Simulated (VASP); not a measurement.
Write the native input for VASP 6.6.1 that does the following.

```yaml
Task: single point
Functional: PBE
Potentials_or_basis: VASP PAW PBE potentials, release 64 (Rh_pv)
Cutoff: 520 eV
k_mesh: 16 × 16 × 16
Occupations: fermi-dirac, width 0.05 eV
Spin: collinear spin, ferromagnetic start
Starting_moments: "[1.0, 1.0] μB"
Dipole_correction: no
Further_INCAR_settings: ALGO = Normal; EDIFF = 1e-06; NBANDS = 26
```

The structure of Rh lies in POSCAR:

```
Rh
1.0
    0.0000000000      2.7197461384      2.7197461384
    2.7197461384      0.0000000000      2.7197461384
    2.7197461384      2.7197461384      0.0000000000
Rh
2
Direct
    0.1250000000      0.1250000000      0.1250000000
    0.8750000000      0.8750000000      0.8750000000
```

This isn't the form of Rh at room conditions, which is fcc.

The input as run:

INCAR

```
SYSTEM = Rh
ALGO = Normal
EDIFF = 1E-6
ENCUT = 520
GGA = PE
ISIF = 2
ISMEAR = -1
ISPIN = 2
LASPH = .TRUE.
LCHARG = .FALSE.
LMAXMIX = 4
LORBIT = 11
LREAL = .FALSE.
LWAVE = .FALSE.
MAGMOM = 1 1
NBANDS = 26
NELM = 150
PREC = Accurate
SIGMA = 0.05
```

KPOINTS

```
k-points
0
G
  16 16 16
  0 0 0
```

Potentials or basis: VASP PAW PBE potentials, release 64 (Rh_pv).

The run is started by

```bash
$ cat potpaw_PBE.64/Rh_pv/POTCAR > POTCAR
$ mpirun -np 1 vasp_std > vasp.out
```

It gave:

- Pressure: 5.8 GPa
- Band gap on the k mesh: zero (filled and empty bands overlap)
- Net moment: 0.00 μB per cell
- Valence electrons inside the program's atomic spheres: Rh 13.87

Caveat: the cell stands under pressure.

Wall time 2.3 min on 1 thread of Intel(R) Xeon(R) 6975P-C (Granite Rapids), with other jobs on the host, peak memory 0.32 GiB.
